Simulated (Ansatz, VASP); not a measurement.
**TePb: VASP beside Ansatz**

```xyz
2
Lattice="0.0000 3.2709 3.2709 3.2709 0.0000 3.2709 3.2709 3.2709 0.0000" Properties=species:S:1:pos:R:3 pbc="T T T"
Te    0.0000    0.0000    0.0000
Pb    3.2709    3.2709    3.2709
```

Alike in both runs: task single point; functional PBEsol; k mesh 6 × 6 × 6; occupations gaussian, width 0.1 eV; no spin polarisation.

|  | VASP | Ansatz |
| --- | --- | --- |
| version | VASP 6.6.1 | Ansatz 0.2.0 |
| potentials or method | VASP PAW PBE potentials, release 64 (Te, Pb_d), cutoff 520 eV | scalar-relativistic, plane waves, PAW |
| valence electrons in the cell | 20 | 30 |

Ansatz gave:

| Item | Value |
| --- | --- |
| gap on the k mesh at the Fermi level (eV) | 0.74 |
| least direct gap on the mesh (eV) | 0.74 |
| pressure (GPa) | -1.8 |

Q: What did VASP give for the same quantities?

A: gap on the k mesh at the Fermi level (eV): 0.74; least direct gap on the mesh (eV): 0.74; pressure (GPa): -1.9.

VASP's potentials were made for PBE, not for PBEsol. VASP's potentials hold 20 valence electrons a cell and Ansatz's 30, so a difference there can come from the potentials and not from the codes.

Spin-orbit coupling is off throughout.
